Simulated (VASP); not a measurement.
Crystal: K2S (fluorite type).

```
S K
1.0
     0.00000    3.52819    3.52819
     3.52819    0.00000    3.52819
     3.52819    3.52819    0.00000
S K
1 2
Direct
  0.00000 0.00000 0.00000
  0.25000 0.25000 0.25000
  0.75000 0.75000 0.75000
```

| Item | Value |
| --- | --- |
| Program | VASP 6.6.1 |
| Task | relaxation of cell and atoms |
| Functional | PBE |
| Potentials or basis | VASP PAW PBE potentials, release 64 (S, K_sv) |
| Cutoff | 500 eV |
| k mesh | 10 × 10 × 10 |
| Occupations | fermi-dirac, width 0.03 eV |
| Spin | no spin polarisation |

At the start: pressure 4.5 GPa; volume 29.28 Å³/atom.

Task: How do energy, volume and symmetry change on relaxing?

Result: Over 4 steps the energy falls by 65.6 meV/atom and the volume is 34.74 Å³/atom (+18.6 %); space group Fm-3m (No. 225, to 0.1 Å) before and after.

Step by step:
| step | energy change (eV) | largest force (eV/Å) | pressure (GPa) | volume (Å³) |
| --- | --- | --- | --- | --- |
| 1 | 0.0000 | 0.0000 | 4.52 | 87.84 |
| 2 | -0.1795 | 0.0000 | 1.08 | 98.76 |
| 3 | -0.1957 | 0.0000 | -0.24 | 105.52 |
| 4 | -0.1967 | 0.0000 | -0.02 | 104.21 |

Final structure:
```cif
data_structure
_symmetry_space_group_name_H-M 'P 1'
_symmetry_Int_Tables_number 1
_cell_length_a 5.2820
_cell_length_b 5.2820
_cell_length_c 5.2820
_cell_angle_alpha 60.000
_cell_angle_beta 60.000
_cell_angle_gamma 60.000
_cell_volume 104.21
loop_
_atom_site_label
_atom_site_type_symbol
_atom_site_fract_x
_atom_site_fract_y
_atom_site_fract_z
_atom_site_occupancy
S1 S 0.00000 0.00000 0.00000 1
K1 K 0.25000 0.25000 0.25000 1
K2 K 0.75000 0.75000 0.75000 1
```

Caveat: the volume moved by over 15 % at a fixed basis, so the end points are rough.
